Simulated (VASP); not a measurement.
Li17H16 (a cell with a defect): single point with PBE

Li17H16 (a cell with a defect):

```
Li H
1.0
     4.00710   -4.00710   -4.00710
    -4.00710   -4.00710    4.00710
    -4.00710    4.00710   -4.00710
Li H
17 16
Direct
  0.25033 0.74392 0.00587
  0.24968 0.00608 0.74414
  0.25038 0.24447 0.50640
  0.99564 0.74242 0.25318
  0.24974 0.50553 0.24361
  0.11794 0.05848 0.05945
  0.99526 0.25301 0.74220
  0.74975 0.76148 0.49721
  0.96765 0.48382 0.48365
  0.75020 0.98845 0.25263
  0.74973 0.25249 0.98817
  0.38259 0.69175 0.69087
  0.75022 0.49753 0.76167
  0.50434 0.00753 0.49675
  0.53264 0.26622 0.26631
  0.50469 0.49697 0.00767
  0.75043 0.87524 0.87510
  0.21803 0.48330 0.73466
  0.21760 0.73471 0.48281
  0.28253 0.01523 0.26724
  0.00344 0.50149 0.00141
  0.28206 0.26672 0.01527
  0.98816 0.78220 0.78211
  0.00343 0.00194 0.50190
  0.75000 0.49687 0.25301
  0.98823 0.20612 0.20601
  0.75062 0.72679 0.02382
  0.74906 0.02313 0.72589
  0.51171 0.54358 0.54358
  0.75014 0.25314 0.49690
  0.49655 0.74798 0.24797
  0.51168 0.96813 0.96812
  0.49654 0.24851 0.74848
```

* Program: VASP 6.6.1
* Task: single point
* Functional: PBE
* Potentials or basis: VASP PAW PBE potentials, release 64 (Li_sv, H)
* Cutoff: 520 eV
* k mesh: 2 × 2 × 2, shifted
* Occupations: gaussian, width 0.02 eV
* Spin: no spin polarisation

```
Largest force          : 0.016 eV/Å
Band gap on the k mesh : zero (an odd number of electrons rules out a gap without spin polarisation)
```

Forces on the atoms (eV/Å):
```
Li  -0.001  0.009 -0.004
Li   0.001 -0.006  0.007
Li   0.001  0.009 -0.004
Li   0.000 -0.003  0.001
Li  -0.001 -0.006  0.008
Li   0.000  0.003  0.016
Li   0.000  0.003 -0.004
Li   0.000  0.002 -0.002
Li   0.000  0.005  0.005
Li  -0.001 -0.002  0.002
Li   0.000  0.002 -0.003
Li   0.000 -0.001 -0.014
Li   0.000 -0.002  0.002
Li   0.000  0.003 -0.005
Li   0.000 -0.006 -0.006
Li   0.000 -0.006  0.003
Li   0.001  0.001  0.000
H    0.000  0.000 -0.004
H    0.000 -0.006  0.002
H    0.000  0.006 -0.003
H   -0.001  0.003  0.002
H    0.000 -0.001  0.004
H    0.007  0.001  0.000
H    0.001  0.002  0.002
H    0.000 -0.002  0.001
H   -0.007  0.001  0.000
H    0.000  0.009 -0.003
H    0.000 -0.010  0.003
H    0.006 -0.001 -0.001
H    0.000  0.002 -0.001
H   -0.001 -0.003 -0.003
H   -0.006 -0.001 -0.001
H    0.001 -0.003 -0.003
```

Levels at points of the mesh, in eV from the Fermi level:
```csv
k point,band 29,band 30,band 31,band 32,band 33,band 34,band 35,band 36,band 37,band 38
"(0.25, 0.25, 0.25)",-5.06,-5.06,-5.03,-5.01,-4.62,0.68,0.93,1.65,1.73,1.83
```

Run time: 92 s on 1 thread of Intel(R) Xeon(R) 6975P-C (Granite Rapids), with other jobs on the host, peak memory 0.36 GiB.

Caveat: the k points lie up to 0.55 Å⁻¹ apart, too coarse for converged energies and pressures of a metal; an odd number of electrons without spin polarisation forces a metal; a magnetic or distorted state may lie lower.
